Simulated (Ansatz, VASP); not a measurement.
# One calculation of CdTe, two programs

INCAR

```
PREC = Accurate
ENCUT = 520
EDIFF = 1E-6
ISMEAR = 0
SIGMA = 0.05
LREAL = False
LASPH = True
NELM = 60
ALGO = Normal
ISIF = 2
LWAVE = False
LCHARG = False
GGA = PE
IVDW = 12
NBANDS = 16
```

File KPOINTS:

```
regular mesh
0
Gamma
  16 16 16
```

The input POSCAR:

```
CdTe
1.0
    0.0000000000      3.0791490024      3.0791490024
    3.0791490024      0.0000000000      3.0791490024
    3.0791490024      3.0791490024      0.0000000000
Cd Te
1 1
Direct
    0.0000000000      0.0000000000      0.0000000000
    0.5000000000      0.5000000000      0.5000000000
```

Input for Ansatz:

```yaml
crystal:
  lattice:
    - [0.0, 3.0791490024, 3.0791490024]
    - [3.0791490024, 0.0, 3.0791490024]
    - [3.0791490024, 3.0791490024, 0.0]
  atoms:
    - { symbol: Cd, position: [0.0, 0.0, 0.0] }
    - { symbol: Te, position: [0.5, 0.5, 0.5] }
scf:
  occupations: { method: gaussian, width: 0.05 }
output:
  forces: true
  stress: true
  eigenvalues: true
  write_density: true
  write_potential: true
  elf: true
  volumetric_format: npy
hamiltonian:
  xc: pbe
  dispersion: d3bj
basis:
  ecutwfc: 450
kpoints:
  mp_grid: { grid: [16, 16, 16] }
```

Alike in both runs: task single point; functional PBE; dispersion D3(BJ); k mesh 16 × 16 × 16; occupations gaussian, width 0.05 eV; no spin polarisation.

|  | VASP | Ansatz |
| --- | --- | --- |
| version | VASP 6.6.1 | Ansatz 0.2.0 |
| potentials or method | VASP PAW PBE potentials, release 64 (Cd, Te), cutoff 520 eV | scalar-relativistic, plane waves, PAW |
| valence electrons in the cell | 18 | 36 |

```csv
,VASP,Ansatz,Ansatz less VASP
gap on the k mesh at the Fermi level (eV),none,none,-
pressure (GPa),-2.9,-3.1,-0.15
```

A gap of «none» marks a metal or a gap that the smearing closes. VASP's potentials hold 18 valence electrons a cell and Ansatz's 36, so a difference there can come from the potentials and not from the codes.

Neither program's run includes spin-orbit coupling.
